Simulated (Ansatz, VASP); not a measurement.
**AgBr in VASP and in Ansatz**

File INCAR:

```
SYSTEM = AgBr
PREC = Accurate
ENCUT = 500
EDIFF = 1E-7
ISMEAR = -1
SIGMA = 0.02
LREAL = .FALSE.
LASPH = .TRUE.
NELM = 120
ALGO = Normal
ISIF = 3
LWAVE = .FALSE.
LCHARG = .FALSE.
GGA = PE
IBRION = 2
NSW = 70
EDIFFG = -0.005
GGA_COMPAT = .FALSE.
NELMIN = 4
```

File KPOINTS:

```
Automatic mesh
0
G
  9 9 9
  0 0 0
```

The input POSCAR:

```
AgBr
1.0
    0.0000000000      2.8701500000      2.8701500000
    2.8701500000      0.0000000000      2.8701500000
    2.8701500000      2.8701500000      0.0000000000
Ag Br
1 1
Direct
    0.0000000000      0.0000000000      0.0000000000
    0.5000000000      0.5000000000      0.5000000000
```

Input for Ansatz:

```yaml
crystal:
  lattice:
    - [0.0, 2.87015, 2.87015]
    - [2.87015, 0.0, 2.87015]
    - [2.87015, 2.87015, 0.0]
  atoms:
    - { symbol: Ag, position: [0.0, 0.0, 0.0] }
    - { symbol: Br, position: [0.5, 0.5, 0.5] }
kpoints:
  mp_grid: { grid: [9, 9, 9] }
scf:
  occupations: { method: fermi_dirac, width: 0.02 }
hamiltonian:
  xc: pbe
  pseudopotentials: { kind: paw }
output:
  forces: true
  stress: true
  write_density: true
  write_potential: true
  elf: true
  volumetric_format: npy
relax:
  f_tol: 0.005
  max_steps: 50
  cell: {}
```

Alike in both runs: task relaxation of cell and atoms; functional PBE; k mesh 9 × 9 × 9; occupations fermi-dirac, width 0.02 eV; no spin polarisation.

```csv
,VASP,Ansatz
version,VASP 6.6.1,Ansatz 0.2.0
potentials or method,"VASP PAW PBE potentials, release 64 (Ag, Br)","PAW with Ansatz's default frozen-core files, scalar-relativistic"
plane-wave cutoff (eV),500,420
valence electrons in the cell,18,26
```

VASP gave:

```
relaxed volume (Å³/atom)                                     : 24.89
relaxed cell length with the largest relative difference (Å) : 4.129
```

Question: Estimate Ansatz's values.

Answer: Relaxed volume (Å³/atom): 24.94; relaxed cell length with the largest relative difference (Å): 4.132.

VASP's potentials hold 18 valence electrons a cell and Ansatz's 26, so a difference there can come from the potentials and not from the codes.
